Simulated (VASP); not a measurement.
# Ba2ReIO6 (Fm-3m) in VASP: single point with PBEsol

Aim: the single point of Ba2ReIO6 with PBEsol.

Program: VASP 6.6.1. These are calculated values, not measurements. Logs are shortened: lines on timing, memory, paths and dates and some standing lists are left out, and cuts for length are marked.

**1. The cell of the first run**

Symmetry: Fm-3m, No. 225, cubic system. The conventional cell has a = 8.587 Å, b = 8.587 Å, c = 8.587 Å, α = 90.00°, β = 90.00°, γ = 90.00°. Within 4.0 Å of Ba (site symmetry -43m) lie 12 O at 3.04 Å and 4 I at 3.72 Å and 4 Re at 3.72 Å. I (site symmetry m-3m) has 6 O at 2.15 Å within 2.8 Å. Within 2.8 Å of O (site symmetry 4mm) lie 1 I at 2.15 Å and 1 Re at 2.15 Å. Within 2.8 Å of Re (site symmetry m-3m) lie 6 O at 2.15 Å.

**2. Single point, PBEsol**

The input, INCAR:

```
SYSTEM = Ba2ReIO6
ALGO = Normal
EDIFF = 1E-6
ENCUT = 520
GGA = PS
ISIF = 2
ISMEAR = 1
LASPH = .TRUE.
LCHARG = .TRUE.
LELF = .TRUE.
LREAL = .FALSE.
LVHAR = .TRUE.
LWAVE = .FALSE.
NBANDS = 46
NELM = 60
PREC = Accurate
SIGMA = 0.2113
```

The input, KPOINTS:

```
k-points
0
G
  7 7 7
  0 0 0
```

The input, POSCAR:

```
Ba2ReIO6
1.0
    0.0000000000      4.2936740000      4.2936740000
    4.2936740000      0.0000000000      4.2936740000
    4.2936740000      4.2936740000      0.0000000000
Ba I O Re
2 1 6 1
Direct
    0.2500000000      0.2500000000      0.2500000000
    0.7500000000      0.7500000000      0.7500000000
    0.5000000000      0.5000000000      0.5000000000
    0.7500000000      0.2500000000      0.2500000000
    0.2500000000      0.7500000000      0.2500000000
    0.2500000000      0.7500000000      0.7500000000
    0.7500000000      0.2500000000      0.7500000000
    0.2500000000      0.2500000000      0.7500000000
    0.7500000000      0.7500000000      0.2500000000
    0.0000000000      0.0000000000      0.0000000000
```

Potentials or basis: VASP PAW PBE potentials, release 64 (Ba_sv, I, O, Re).

On the command line:

```
$ cat potpaw_PBE.64/Ba_sv/POTCAR potpaw_PBE.64/I/POTCAR potpaw_PBE.64/O/POTCAR potpaw_PBE.64/Re/POTCAR > POTCAR
$ mpirun -np 1 vasp_std > vasp.out
```

OUTCAR:

```text
SYSTEM = Ba2ReIO6
   EDIFF = 1E-6
   ENCUT = 520
   GGA = PS
   ISIF = 2
   ISMEAR = 1
   LASPH = .TRUE.
   LREAL = .FALSE.
   NELM = 60
   PREC = Accurate

 ion  position               nearest neighbor table
   1  0.250  0.250  0.250-   4 3.04   5 3.04   8 3.04   6 3.04   7 3.04   8 3.04   5 3.04   6 3.04
                             9 3.04   4 3.04   7 3.04   9 3.04  10 3.72   3 3.72  10 3.72  10 3.72
   2  0.750  0.750  0.750-   6 3.04   7 3.04   9 3.04   4 3.04   5 3.04   9 3.04   4 3.04   7 3.04
                             8 3.04   5 3.04   6 3.04   8 3.04  10 3.72   3 3.72   3 3.72  10 3.72
   3  0.500  0.500  0.500-   4 2.15   5 2.15   6 2.15   7 2.15   8 2.15   9 2.15   1 3.72   2 3.72
                             1 3.72   1 3.72   1 3.72   2 3.72   2 3.72   2 3.72
   4  0.750  0.250  0.250-   3 2.15  10 2.15   1 3.04   2 3.04   2 3.04   1 3.04
   5  0.250  0.750  0.250-   3 2.15  10 2.15   1 3.04   2 3.04   1 3.04   2 3.04
   6  0.250  0.750  0.750-   3 2.15  10 2.15   2 3.04   1 3.04   1 3.04   2 3.04
   7  0.750  0.250  0.750-   3 2.15  10 2.15   2 3.04   1 3.04   2 3.04   1 3.04
   8  0.250  0.250  0.750-   3 2.15  10 2.15   1 3.04   1 3.04   2 3.04   2 3.04
   9  0.750  0.750  0.250-   3 2.15  10 2.15   2 3.04   2 3.04   1 3.04   1 3.04
  10  0.000  0.000  0.000-   4 2.15   5 2.15   6 2.15   7 2.15   8 2.15   9 2.15   1 3.72   2 3.72
                             2 3.72   2 3.72   2 3.72   1 3.72   1 3.72   1 3.72

  LATTYP: Found a face centered cubic cell.
 ALAT       =     8.5873480000

  Lattice vectors:

 A1 = (   0.0000000000,   4.2936740000,   4.2936740000)
 A2 = (   4.2936740000,   0.0000000000,   4.2936740000)
 A3 = (   4.2936740000,   4.2936740000,   0.0000000000)

Analysis of symmetry for initial positions (statically):
=====================================================================
 Subroutine PRICEL returns:
 Original cell was already a primitive cell.

 Routine SETGRP: Setting up the symmetry group for a
 face centered cubic supercell.

 Subroutine GETGRP returns: Found 48 space group operations
 (whereof 48 operations were pure point group operations)
 out of a pool of 48 trial point group operations.

The static configuration has the point symmetry O_h .

Analysis of symmetry for dynamics (positions and initial velocities):
=====================================================================
 Subroutine PRICEL returns:
 Original cell was already a primitive cell.

 Routine SETGRP: Setting up the symmetry group for a
 face centered cubic supercell.

 Subroutine GETGRP returns: Found 48 space group operations
 (whereof 48 operations were pure point group operations)
 out of a pool of 48 trial point group operations.

The dynamic configuration has the point symmetry O_h .

 Subroutine INISYM returns: Found 48 space group operations
 (whereof 48 operations are pure point group operations),
 and found     1 'primitive' translations

----------------------------------------------------------------------------------------

                                     Primitive cell

  volume of cell :     158.3132

  direct lattice vectors                    reciprocal lattice vectors
     0.000000000  4.293674000  4.293674000    -0.116450387  0.116450387  0.116450387
     4.293674000  0.000000000  4.293674000     0.116450387 -0.116450387  0.116450387
     4.293674000  4.293674000  0.000000000     0.116450387  0.116450387 -0.116450387

  length of vectors
     6.072172003  6.072172003  6.072172003     0.201697987  0.201697987  0.201697987

  position of ions in fractional coordinates (direct lattice)
     0.250000000  0.250000000  0.250000000
     0.750000000  0.750000000  0.750000000
     0.500000000  0.500000000  0.500000000
     0.750000000  0.250000000  0.250000000
     0.250000000  0.750000000  0.250000000
     0.250000000  0.750000000  0.750000000
     0.750000000  0.250000000  0.750000000
     0.250000000  0.250000000  0.750000000
     0.750000000  0.750000000  0.250000000
     0.000000000  0.000000000  0.000000000

  ion indices of the primitive-cell ions
   primitive index   ion index
                 1           1
                 2           2
                 3           3
                 4           4
                 5           5
                 6           6
                 7           7
                 8           8
                 9           9
                10          10

----------------------------------------------------------------------------------------

 KPOINTS: k-points

Automatic generation of k-mesh.
 Grid dimensions read from file:
 generate k-points for:    7    7    7

 Generating k-lattice:

  Cartesian coordinates                     Fractional coordinates (reciprocal lattice)
    -0.016635770  0.016635770  0.016635770     0.142857143  0.000000000  0.000000000
     0.016635770 -0.016635770  0.016635770     0.000000000  0.142857143  0.000000000
     0.016635770  0.016635770 -0.016635770     0.000000000  0.000000000  0.142857143

  Length of vectors
     0.028813998  0.028813998  0.028813998

  Shift w.r.t. Gamma in fractional coordinates (k-lattice)
     0.000000000  0.000000000  0.000000000

 Subroutine IBZKPT returns following result:
 ===========================================

 Found     20 irreducible k-points:

 Following reciprocal coordinates:
            Coordinates               Weight
  0.000000  0.000000  0.000000      1.000000
  0.142857  0.000000  0.000000      8.000000
  0.285714  0.000000  0.000000      8.000000
  0.428571  0.000000  0.000000      8.000000
  0.142857  0.142857  0.000000      6.000000
  0.285714  0.142857  0.000000     24.000000
[... 12 lines left out ...]
 -0.428571  0.428571  0.142857     24.000000
 -0.285714  0.428571  0.142857     24.000000
   k-points           NKPTS =     20   k-points in BZ     NKDIM =     20   number of bands    NBANDS=     46
   number of dos      NEDOS =    301   number of ions     NIONS =     10
   total plane-waves  NPLWV = 110592
   dimension x,y,z NGX =    48 NGY =   48 NGZ =   48
   dimension x,y,z NGXF=    96 NGYF=   96 NGZF=   96
   ions per type =               2   1   6   1
   NGX,Y,Z   is equivalent  to a cutoff of  13.14, 13.14, 13.14 a.u.
   NGXF,Y,Z  is equivalent  to a cutoff of  26.28, 26.28, 26.28 a.u.
 SYSTEM =  Ba2ReIO6
   PREC   = accura    normal or accurate (medium, high low for compatibility)
   ISTART =      0    job   : 0-new  1-cont  2-samecut
   ICHARG =      2    charge: 1-file 2-atom 10-const
   ISPIN  =      1    spin polarized calculation?
   LNONCOLLINEAR =      F non collinear calculations
   LSORBIT =      F    spin-orbit coupling
   LASPH  =      T    aspherical Exc in radial PAW
   ENCUT  =  520.0 eV  38.22 Ry    6.18 a.u.  11.29 11.29 11.29*2*pi/ulx,y,z
   NELM   =     60;   NELMIN=  2; NELMDL= -5     # of ELM steps
   EDIFF  = 0.1E-05   stopping-criterion for ELM
   LREAL  =      F    real-space projection
   EDIFFG = 0.1E-04   stopping-criterion for IOM
   NSW    =      0    number of steps for IOM
   IBRION =     -1    ionic relax: 0-MD 1-quasi-New 2-CG
   NFREE  =      0    steps in history (QN), initial steepest desc. (CG)
   ISIF   =      2    stress and relaxation
   ISYM   =      2    0-nonsym 1-usesym 2-fastsym
   POTIM  = 0.5000    time-step for ionic-motion
   TEBEG  =    0.0;   TEEND  =   0.0 temperature during run
   PSTRESS=    0.0 pullay stress
   NELECT =      70.0000    total number of electrons
   NUPDOWN=      -1.0000    fix difference up-down
   EMIN   =  10.00;   EMAX   =-10.00  energy-range for DOS
   EFERMI =   0.00;   METHOD = LEGACY
   ISMEAR =     1;   SIGMA  =   0.21  broadening in eV -4-tet -1-fermi 0-gaus
   EFERMI_NEDOS =   21; number of points for ismear=-14 and -15
   IALGO  =     38    algorithm
   IMIX   =      4    mixing-type and parameters
     AMIX     =   0.40;   BMIX     =  1.00
     AMIX_MAG =   1.60;   BMIX_MAG =  1.00
  volume/ion in A,a.u.               =      15.83       106.84
  Fermi-wavevector in a.u.,A,eV,Ry     =   1.247197  2.356861 21.163872  1.555501
  Thomas-Fermi vector in A             =   2.381340
   LORBIT       =      0    0 simple, 1 ext, 2 COOP (PROOUT), +10 PAW based schemes
   GGA     = PS    functional components
   LHFCALC =     F    Hartree Fock is set to
   AEXX    =    0.0000 exact exchange contribution
   IVDW    =     0    specifies the selected vdW correction
   LEPSILON=     F    determine dielectric tensor
   LRPA    =     F    only Hartree local field effects (RPA)
 non-spin polarized calculation
 Methfessel and Paxton  Order N= 1 SIGMA  =   0.21
  energy-cutoff  :      520.00
  volume of cell :      158.31
 maximum number of plane-waves:      4294
 NGX is ok and might be reduce to    48
   NGX = 23   NGY = 23   NGZ = 23

 number of electron      69.9999998 magnetization

 Free energy of the ion-electron system (eV)
  ---------------------------------------------------
  ext. energy  EPLUGINS =         0.00000000
  ---------------------------------------------------
  free energy    TOTEN  =       -64.85616775 eV

  energy without entropy =      -64.88316110  energy(sigma->0) =      -64.86516553

 E-fermi :   5.2879     XC(G=0): -10.7222

 val. band max:        5.2221161820   @ k =  -0.4286   0.2857   0.1429
 cond. band min:       5.2967325144   @ k =  -0.2857   0.2857   0.0000
 fundamental gap:      0.0746163324
 Fermi energy:         5.2878563605

 k-point     1 :       0.0000    0.0000    0.0000
  band No.  band energies     occupation
      1     -22.5294      2.00000
      2     -22.4279      2.00000
      3     -15.3237      2.00000
      4     -13.5603      2.00000
      5     -13.5603      2.00000
      6     -13.5603      2.00000
[... 38 lines left out ...]
     45       9.8823      0.00000
     46       9.9962      0.00000
[... 890 lines left out ...]
      6     -13.5853      2.00000
[... 38 lines left out ...]
     45       9.8773      0.00000
     46      10.1009      0.00000

------------------------ aborting loop because EDIFF is reached ----------------------------------------

  FORCE on cell =-STRESS in cart. coord.  units (eV):
  Direction    XX          YY          ZZ          XY          YZ          ZX
  --------------------------------------------------------------------------------------
  -------------------------------------------------------------------------------------
  Total      -11.0308720    -11.0308720    -11.0308720      0.0000000      0.0000000      0.0000000
  in kB     -111.6357339   -111.6357339   -111.6357339      0.0000000      0.0000000      0.0000000
  external PRESSURE =    -111.6357339 kB  Pullay stress =       0.0000000 kB

 VOLUME and BASIS-vectors are now :
 -----------------------------------------------------------------------------
  energy-cutoff  :      520.00
  volume of cell :      158.31
      direct lattice vectors                 reciprocal lattice vectors
     0.000000000  4.293674000  4.293674000    -0.116450387  0.116450387  0.116450387
     4.293674000  0.000000000  4.293674000     0.116450387 -0.116450387  0.116450387
     4.293674000  4.293674000  0.000000000     0.116450387  0.116450387 -0.116450387

 POSITION                                       TOTAL-FORCE (eV/Angst)
 -----------------------------------------------------------------------------------
      2.14684      2.14684      2.14684         0.000000      0.000000      0.000000
      6.44051      6.44051      6.44051         0.000000      0.000000      0.000000
      4.29367      4.29367      4.29367         0.000000     -0.000000      0.000000
      2.14684      4.29367      4.29367        -1.382069     -0.000000      0.000000
      4.29367      2.14684      4.29367         0.000000     -1.382069      0.000000
      6.44051      4.29367      4.29367         1.382069     -0.000000      0.000000
      4.29367      6.44051      4.29367         0.000000      1.382069      0.000000
      4.29367      4.29367      2.14684         0.000000     -0.000000     -1.382069
      4.29367      4.29367      6.44051         0.000000     -0.000000      1.382069
      0.00000      0.00000      0.00000         0.000000     -0.000000      0.000000
 -----------------------------------------------------------------------------------
    total drift:                                0.000000     -0.000000     -0.000000

  FREE ENERGIE OF THE ION-ELECTRON SYSTEM (eV)
  ---------------------------------------------------
  free  energy   TOTEN  =       -64.8561677452 eV

  energy  without entropy=      -64.8831611036  energy(sigma->0) =      -64.86516553
```

Run time: 3.9 min. Hardware: 1 thread of Intel Xeon Platinum 8375C at 2.90GHz (Ice Lake), shared host; peak memory 0.42 GiB.

Results:

| Item | Value |
| --- | --- |
| Free energy | -64.8562 eV |
| Pressure | -11.2 GPa |
| Band gap on the k mesh | zero (bands 35 and 36 overlap by 0.72 eV) |

Caveat: the cell stands under tension; the PAW data sets were made with another functional, which shifts forces and pressure a little; spin-orbit coupling is left out, which moves the levels of the heavy elements.

The gap in the log of VASP goes by the Fermi energy; the results here count the filled bands.